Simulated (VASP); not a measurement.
Crystal: PtSe2 (Sudovikovite).

```
CELL_PARAMETERS angstrom
3.72400 0.00000 0.00000
-1.86200 3.22508 0.00000
0.00000 0.00000 5.06200
ATOMIC_POSITIONS crystal
Pt 0.00000 0.00000 0.00000
Se 0.66667 0.33333 0.75000
Se 0.33333 0.66667 0.25000
```

Base run:

* Program: VASP 6.6.1
* Functional: PBE-based screened hybrid
* Potentials or basis: VASP PAW PBE potentials, release 64 (Pt, Se)
* Cutoff: 520 eV
* k mesh: 5 × 5 × 3
* Occupations: fermi-dirac, width 0.05 eV
* Spin: no spin polarisation

Its results: band gap on the k mesh 0.18 eV, indirect (least direct gap 1.35 eV); pressure 2.5 GPa; largest force 0.045 eV/Å.

Q: The run is repeated on the same cell with these changes: functional from PBE-based screened hybrid to PBE. What comes out?

A: Band gap on the k mesh zero (band 11 reaches 6.94 eV, above the bottom of band 12 at 6.80 eV); pressure 7.2 GPa; largest force 0.521 eV/Å.

Caveats: some runs use coarse meshes; spin-orbit coupling is left out, which moves the levels of the heavy elements; the PAW data sets were made with another functional, which shifts forces and pressure a little (some runs).

A k mesh can miss the band edges.
